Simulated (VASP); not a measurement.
Write the native input for VASP 6.6.1 that does the following.

| Quantity | Value |
| --- | --- |
| Task | single point |
| Functional | PBE |
| Potentials or basis | VASP PAW PBE potentials, release 64 (Al, H) |
| Cutoff | 520 eV |
| k mesh | 9 × 9 × 1 |
| Occupations | gaussian, width 0.1 eV |
| Spin | no spin polarisation |
| Dipole correction | yes |
| Further INCAR settings | ALGO = Normal; EDIFF = 1e-07; NBANDS = 25 |

The structure of Al9H lies in POSCAR:

```
Al9H
1.0
    2.8535431556      0.0000000000      0.0000000000
   -1.4267715778      2.4712408635      0.0000000000
    0.0000000000      0.0000000000     34.2605580981
Al H
9 1
Direct
    0.3333333333      0.6666666667      0.1167523304
    0.0000000000      0.0000000000      0.1852090274
    0.6666666667      0.3333333333      0.2536657244
    0.0000000000      0.0000000000      0.3221224214
    0.3333333333      0.6666666667      0.3899858430
    0.0000000000      0.0000000000      0.4578168584
    0.6666666667      0.3333333333      0.5268325047
    0.0000000000      0.0000000000      0.5950901730
    0.3333333333      0.6666666667      0.6612764169
    0.3333333333      0.6666666667      0.7080851073
```

One way to write it, as run:

INCAR

```
ALGO = Normal
DIPOL = 0.5 0.5 0.422
EDIFF = 1E-7
ENCUT = 520
GGA = PE
IDIPOL = 3
ISIF = 2
ISMEAR = 0
LASPH = True
LCHARG = True
LDIPOL = True
LELF = True
LREAL = False
LVACPOTAV = True
LVHAR = True
LWAVE = False
NBANDS = 25
NELM = 60
PREC = Accurate
SIGMA = 0.1
```

KPOINTS

```
k-points
0
Gamma
  9 9 1
```

Potentials or basis: VASP PAW PBE potentials, release 64 (Al, H).

Command:

```sh
$ cat potpaw_PBE.64/Al/POTCAR potpaw_PBE.64/H/POTCAR > POTCAR
$ mpirun -np 1 vasp_std > vasp.out
```

It gave:

```yaml
Largest_force: 0.099 eV/Å
Band_gap_on_the_k_mesh: zero (bands 14 and 15 overlap by 3.44 eV)
```

Wall time 2.5 min on 1 thread of Intel(R) Xeon(R) 6975P-C (Granite Rapids) (shared host), peak memory 0.36 GiB.
